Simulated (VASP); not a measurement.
MnH3, 4 atoms in the cell. It takes space group Pm-3m (No. 221, cubic). The conventional cell has a = 3.241 Å, b = 3.241 Å, c = 3.241 Å, α = 90.00°, β = 90.00°, γ = 90.00°. Mn (site symmetry m-3m) has 12 H at 2.29 Å within 3.0 Å. Within 3.0 Å of H (site symmetry 4/mmm) lie 4 Mn at 2.29 Å and 8 H at 2.29 Å. The cell was built from a structure type or drawn by symmetry, and may not be a known phase.

```yaml
Program: VASP 6.6.1
Task: single point
Functional: PBE
Potentials_or_basis: VASP PAW PBE potentials, release 64 (Mn_pv, H)
Cutoff: 520 eV
k_mesh: 6 × 6 × 6
Occupations: gaussian, width 0.1 eV
Spin: collinear spin, ferromagnetic start
Starting_moments: "[4.0, 0.0, 0.0, 0.0] μB"
Dipole_correction: no
Further_INCAR_settings: ALGO = Normal; EDIFF = 1e-06; NBANDS = 20
```

Potentials or basis: VASP PAW PBE potentials, release 64 (Mn_pv, H).

Command:

```sh
$ cat potpaw_PBE.64/Mn_pv/POTCAR potpaw_PBE.64/H/POTCAR > POTCAR
$ mpirun -np 1 vasp_std > vasp.out
```

Hardware: 1 thread of Intel(R) Xeon(R) Platinum 8488C (Sapphire Rapids), on a shared host.

Question: How long does it take, and how much memory?

Answer: Wall time 12 s on 1 thread of Intel(R) Xeon(R) Platinum 8488C (Sapphire Rapids), with other jobs on the host, peak memory 0.16 GiB. Counts: scf iterations 14, k points 20.
